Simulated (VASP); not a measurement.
# Ge in VASP: relaxation of the atoms with PBE+D3(BJ)

Aim: the relaxation of the atoms of Ge with PBE+D3(BJ).

All numbers are computed with VASP 6.6.1; they aren't measurements. Logs are shortened: lines on timing, memory, paths and dates and some standing lists are left out, and cuts for length are marked.

## Step 1: The cell of the first run

The cell holds a slab with vacuum, 4 atoms: a = 4.030 Å, b = 4.030 Å, c = 18.275 Å, α = 90.00°, β = 90.00°, γ = 90.00°.

## Step 2: Relaxation of the atoms, PBE+D3(BJ)

INCAR

```
SYSTEM = Ge
PREC = Accurate
ENCUT = 520
EDIFF = 1E-6
ISMEAR = 0
SIGMA = 0.1
LREAL = .FALSE.
LASPH = .TRUE.
NELM = 60
ALGO = Normal
ISIF = 2
LWAVE = .FALSE.
LCHARG = .FALSE.
LDIPOL = .TRUE.
IDIPOL = 3
DIPOL = 0.5 0.5 0.500
GGA = PE
IVDW = 12
IBRION = 2
NSW = 70
EDIFFG = -0.03
```

KPOINTS

```
regular mesh
0
G
  7 7 1
  0 0 0
```

POSCAR

```
Ge
1.0
    4.0303587907      0.0000000000      0.0000000000
    0.0000000000      4.0303587907      0.0000000000
    0.0000000000      0.0000000000     18.2748410472
Ge
4
Selective dynamics
Direct
    0.0000000000      0.5000000000      0.3830402673  F F F
    0.0000000000      0.0000000000      0.4610134224  F F F
    0.5000000000      0.0000000000      0.5389865776  T T T
    0.5000000000      0.5000000000      0.6169597327  T T T
```

Potentials or basis: VASP PAW PBE potentials, release 64 (Ge_d).

Started as:

```bash
cat potpaw_PBE.64/Ge_d/POTCAR > POTCAR
mpirun -np 1 vasp_std > vasp.out
```

OUTCAR:

```text
SYSTEM = Ge
   PREC = Accurate
   ENCUT = 520
   EDIFF = 1E-6
   ISMEAR = 0
   LREAL = .FALSE.
   LASPH = .TRUE.
   NELM = 60
   ISIF = 2
   GGA = PE
   IVDW = 12
   IBRION = 2
   NSW = 70
   EDIFFG = -0.03
 IVDW          = 12

 ion  position               nearest neighbor table
   1  0.000  0.500  0.383-   2 2.47   2 2.47
   2  0.000  0.000  0.461-   1 2.47   1 2.47   3 2.47   3 2.47
   3  0.500  0.000  0.539-   4 2.47   4 2.47   2 2.47   2 2.47
   4  0.500  0.500  0.617-   3 2.47   3 2.47

  LATTYP: Found a simple tetragonal cell.
 ALAT       =     4.0303587907
 C/A-ratio  =     4.5342963235

  Lattice vectors:

 A1 = (   4.0303587907,   0.0000000000,   0.0000000000)
 A2 = (   0.0000000000,   4.0303587907,   0.0000000000)
 A3 = (   0.0000000000,   0.0000000000,  18.2748410472)

Analysis of symmetry for initial positions (statically):
=====================================================================
 Subroutine PRICEL returns:
 Original cell was already a primitive cell.

 Routine SETGRP: Setting up the symmetry group for a
 simple tetragonal supercell.

 Subroutine GETGRP returns: Found  8 space group operations
 (whereof  4 operations were pure point group operations)
 out of a pool of 16 trial point group operations.

The static configuration has the point symmetry C_2v.
 The point group associated with its full space group is D_2h.

Analysis of symmetry for dynamics (positions and initial velocities):
=====================================================================
 Subroutine PRICEL returns:
 Original cell was already a primitive cell.

 Routine SETGRP: Setting up the symmetry group for a
 simple tetragonal supercell.

 Subroutine GETGRP returns: Found  8 space group operations
 (whereof  4 operations were pure point group operations)
 out of a pool of 16 trial point group operations.

The dynamic configuration has the point symmetry C_2v.
 The point group associated with its full space group is D_2h.

Analysis of constrained symmetry for selective dynamics:
=====================================================================
 Subroutine PRICEL returns:
 Original cell was already a primitive cell.

 Routine SETGRP: Setting up the symmetry group for a
 simple tetragonal supercell.

 Subroutine GETGRP returns: Found  4 space group operations
 (whereof  4 operations were pure point group operations)
 out of a pool of 16 trial point group operations.

The constrained configuration has the point symmetry C_2v.

 Subroutine INISYM returns: Found  4 space group operations
 (whereof  4 operations are pure point group operations),
 and found     1 'primitive' translations

----------------------------------------------------------------------------------------

                                     Primitive cell

  volume of cell :     296.8527

  direct lattice vectors                    reciprocal lattice vectors
     4.030358791  0.000000000  0.000000000     0.248116868  0.000000000  0.000000000
     0.000000000  4.030358791  0.000000000     0.000000000  0.248116868  0.000000000
     0.000000000  0.000000000 18.274841047     0.000000000  0.000000000  0.054720038

  length of vectors
     4.030358791  4.030358791 18.274841047     0.248116868  0.248116868  0.054720038

  position of ions in fractional coordinates (direct lattice)
     0.000000000  0.500000000  0.383040267
     0.000000000  0.000000000  0.461013422
     0.500000000  0.000000000  0.538986578
     0.500000000  0.500000000  0.616959733

  ion indices of the primitive-cell ions
   primitive index   ion index
                 1           1
                 2           2
                 3           3
                 4           4

----------------------------------------------------------------------------------------

 KPOINTS: regular mesh

Automatic generation of k-mesh.
 Grid dimensions read from file:
 generate k-points for:    7    7    1

 Generating k-lattice:

  Cartesian coordinates                     Fractional coordinates (reciprocal lattice)
     0.035445267  0.000000000  0.000000000     0.142857143  0.000000000  0.000000000
     0.000000000  0.035445267  0.000000000     0.000000000  0.142857143  0.000000000
     0.000000000  0.000000000  0.054720038     0.000000000  0.000000000  1.000000000

  Length of vectors
     0.035445267  0.035445267  0.054720038

  Shift w.r.t. Gamma in fractional coordinates (k-lattice)
     0.000000000  0.000000000  0.000000000

 Subroutine IBZKPT returns following result:
 ===========================================

 Found     16 irreducible k-points:

 Following reciprocal coordinates:
            Coordinates               Weight
  0.000000  0.000000  0.000000      1.000000
  0.142857  0.000000  0.000000      2.000000
  0.000000  0.142857  0.000000      2.000000
  0.285714  0.000000  0.000000      2.000000
  0.000000  0.285714  0.000000      2.000000
  0.428571  0.000000  0.000000      2.000000
[... 8 lines left out ...]
 -0.285714  0.428571  0.000000      4.000000
  0.428571  0.428571  0.000000      4.000000
   k-points           NKPTS =     16   k-points in BZ     NKDIM =     16   number of bands    NBANDS=     33
   number of dos      NEDOS =    301   number of ions     NIONS =      4
   total plane-waves  NPLWV = 126000
   dimension x,y,z NGX =    30 NGY =   30 NGZ =  140
   dimension x,y,z NGXF=    60 NGYF=   60 NGZF=  280
   ions per type =               4
   NGX,Y,Z   is equivalent  to a cutoff of  12.37, 12.37, 12.74 a.u.
   NGXF,Y,Z  is equivalent  to a cutoff of  24.75, 24.75, 25.47 a.u.
 SYSTEM =  Ge
   PREC   = accura    normal or accurate (medium, high low for compatibility)
   ISTART =      0    job   : 0-new  1-cont  2-samecut
   ICHARG =      2    charge: 1-file 2-atom 10-const
   ISPIN  =      1    spin polarized calculation?
   LNONCOLLINEAR =      F non collinear calculations
   LSORBIT =      F    spin-orbit coupling
   LASPH  =      T    aspherical Exc in radial PAW
   ENCUT  =  520.0 eV  38.22 Ry    6.18 a.u.   7.49  7.49 33.98*2*pi/ulx,y,z
   NELM   =     60;   NELMIN=  2; NELMDL= -5     # of ELM steps
   EDIFF  = 0.1E-05   stopping-criterion for ELM
   LREAL  =      F    real-space projection
   EDIFFG = -.3E-01   stopping-criterion for IOM
   NSW    =     70    number of steps for IOM
   IBRION =      2    ionic relax: 0-MD 1-quasi-New 2-CG
   NFREE  =      1    steps in history (QN), initial steepest desc. (CG)
   ISIF   =      2    stress and relaxation
   ISYM   =      2    0-nonsym 1-usesym 2-fastsym
   POTIM  = 0.5000    time-step for ionic-motion
   TEBEG  =    0.0;   TEEND  =   0.0 temperature during run
   PSTRESS=    0.0 pullay stress
   NELECT =      56.0000    total number of electrons
   NUPDOWN=      -1.0000    fix difference up-down
   EMIN   =  10.00;   EMAX   =-10.00  energy-range for DOS
   EFERMI =   0.00;   METHOD = LEGACY
   ISMEAR =     0;   SIGMA  =   0.10  broadening in eV -4-tet -1-fermi 0-gaus
   EFERMI_NEDOS =   21; number of points for ismear=-14 and -15
   IALGO  =     38    algorithm
   IMIX   =      4    mixing-type and parameters
     AMIX     =   0.40;   BMIX     =  1.00
     AMIX_MAG =   1.60;   BMIX_MAG =  1.00
  volume/ion in A,a.u.               =      74.21       500.82
  Fermi-wavevector in a.u.,A,eV,Ry     =   0.938910  1.774282 11.994236  0.881551
  Thomas-Fermi vector in A             =   2.066169
   LORBIT       =      0    0 simple, 1 ext, 2 COOP (PROOUT), +10 PAW based schemes
   GGA     = PE    functional components
   LHFCALC =     F    Hartree Fock is set to
   AEXX    =    0.0000 exact exchange contribution
   IVDW    =    12    specifies the selected vdW correction
   LEPSILON=     F    determine dielectric tensor
   LRPA    =     F    only Hartree local field effects (RPA)
 conjugate gradient relaxation of ions
 non-spin polarized calculation
 Gauss-broadening in eV      SIGMA  =   0.10
  energy-cutoff  :      520.00
  volume of cell :      296.85
 maximum number of plane-waves:      8067
 NGX is ok and might be reduce to    30
   NGX = 15   NGY = 15   NGZ = 67

--------------------------------------- Ionic step        1  -------------------------------------------

 number of electron      55.9999937 magnetization

 Free energy of the ion-electron system (eV)
  ---------------------------------------------------
  ext. energy  EPLUGINS =         0.00000000
  ---------------------------------------------------
  free energy    TOTEN  =       -15.41804422 eV

  energy without entropy =      -15.40546579  energy(sigma->0) =      -15.41175501

------------------------ aborting loop because EDIFF is reached ----------------------------------------

 Edisp (eV)   -0.85933

 E8    (eV) :    -0.4035

  FORCE on cell =-STRESS in cart. coord.  units (eV):
  Direction    XX          YY          ZZ          XY          YZ          ZX
  --------------------------------------------------------------------------------------
  -------------------------------------------------------------------------------------
  Total      -1.84156    -0.24047     0.65805     0.00000     0.00000     0.00000
  in kB      -9.93930    -1.29788     3.55163     0.00000     0.00000     0.00000
  external pressure =       -2.56 kB  Pullay stress =        0.00 kB
[... 103 lines left out ...]
  FREE ENERGIE OF THE ION-ELECTRON SYSTEM (eV)
  ---------------------------------------------------
  free  energy   TOTEN  =       -16.2835376444 eV

  energy  without entropy=      -16.2710371794  energy(sigma->0) =      -16.27728741

 dipolmoment           0.000000      0.000000     -0.000098 electrons x Angstroem

--------------------------------------- Ionic step        4  -------------------------------------------

 number of electron      55.9999922 magnetization

------------------------ aborting loop because EDIFF is reached ----------------------------------------

 Edisp (eV)   -0.85727

 E8    (eV) :    -0.4024
[... 73 lines left out ...]
  energy  without entropy=      -16.2741110635  energy(sigma->0) =      -16.28037257

--------------------------------------- Ionic step        6  -------------------------------------------

 number of electron      55.9999937 magnetization

 dipolmoment           0.000000      0.000000      0.000308 electrons x Angstroem

 Free energy of the ion-electron system (eV)
  ---------------------------------------------------
  ext. energy  EPLUGINS =         0.00000000
  ---------------------------------------------------
  free energy    TOTEN  =       -15.43750864 eV

  energy without entropy =      -15.42484022  energy(sigma->0) =      -15.43117443

 E-fermi :  -2.0378     XC(G=0):  -4.0557

 val. band max:       -2.0542744754   @ k =   0.4286   0.2857   0.0000
 cond. band min:      -1.9058968036   @ k =   0.1429   0.0000   0.0000
 fundamental gap:      0.1483776718
 Fermi energy:        -2.0377959885

 k-point     1 :       0.0000    0.0000    0.0000
  band No.  band energies     occupation
      1     -26.3155      2.00000
      2     -26.3130      2.00000
      3     -26.2630      2.00000
      4     -26.2559      2.00000
      5     -26.2541      2.00000
      6     -26.2539      2.00000
[... 565 lines left out ...]
     32       1.1946      0.00000
     33       2.7618      0.00000

------------------------ aborting loop because EDIFF is reached ----------------------------------------

 vacuum level on the upper side and lower side of the slab       (xc-potential included)        -0.126        -0.009

 Edisp (eV)   -0.85199

 E8    (eV) :    -0.3996

  FORCE on cell =-STRESS in cart. coord.  units (eV):
  Direction    XX          YY          ZZ          XY          YZ          ZX
  --------------------------------------------------------------------------------------
  -------------------------------------------------------------------------------------
  Total      -2.30885    -0.33485    -0.04434     0.00000     0.00000     0.00000
  in kB     -12.46137    -1.80725    -0.23929     0.00000     0.00000     0.00000
  external pressure =       -4.84 kB  Pullay stress =        0.00 kB
[... 19 lines left out ...]
  FREE ENERGIE OF THE ION-ELECTRON SYSTEM (eV)
  ---------------------------------------------------
  free  energy   TOTEN  =       -16.2894952402 eV

  energy  without entropy=      -16.2768268167  energy(sigma->0) =      -16.28316103

 reached required accuracy - stopping structural energy minimisation

 vacuum level on the upper side and lower side of the slab         2.726         2.778
```

Run time: 7 min. Hardware: 1 thread of AMD EPYC 9R14 (Zen 4), shared host; peak memory 0.39 GiB.

What came out:

* Free energy: -16.2895 eV
* Energy gained by relaxing: 3.0 meV/atom
* Ionic steps: 6
* Band gap on the k mesh: zero (bands 28 and 29 overlap by 0.70 eV)
* Dispersion energy per atom: -0.213 eV

Step by step:
| step | energy change (eV) | largest force on free atoms (eV/Å) | pressure (GPa) |
| --- | --- | --- | --- |
| 1 | 0.0000 | 0.2998 | -0.26 |
| 2 | -0.0037 | 0.1703 | -0.28 |
| 3 | -0.0062 | 0.1846 | -0.29 |
| 4 | -0.0065 | 0.2153 | -0.29 |
| 5 | -0.0093 | 0.1481 | -0.35 |
| 6 | -0.0121 | 0.0252 | -0.48 |

Final structure:
```xyz
4
Lattice="4.0304 0.0000 0.0000 0.0000 4.0304 0.0000 0.0000 0.0000 18.2748" Properties=species:S:1:pos:R:3 pbc="T T T"
Ge    0.0000    2.0152    7.0000
Ge    0.0000    0.0000    8.4249
Ge    2.0152    0.0000    9.9149
Ge    2.0152    2.0152   11.3399
```

Levels at points of the mesh, in eV from the Fermi level:
```
           k point  band 24  band 25  band 26  band 27  band 28  band 29  band 30  band 31  band 32  band 33
(0.00, 0.00, 0.00)    -2.69    -1.63    -1.41    -0.24     0.63     1.35     2.02     2.14     2.22     3.27
```

The gap in the log of VASP goes by the Fermi energy; the results here count the filled bands.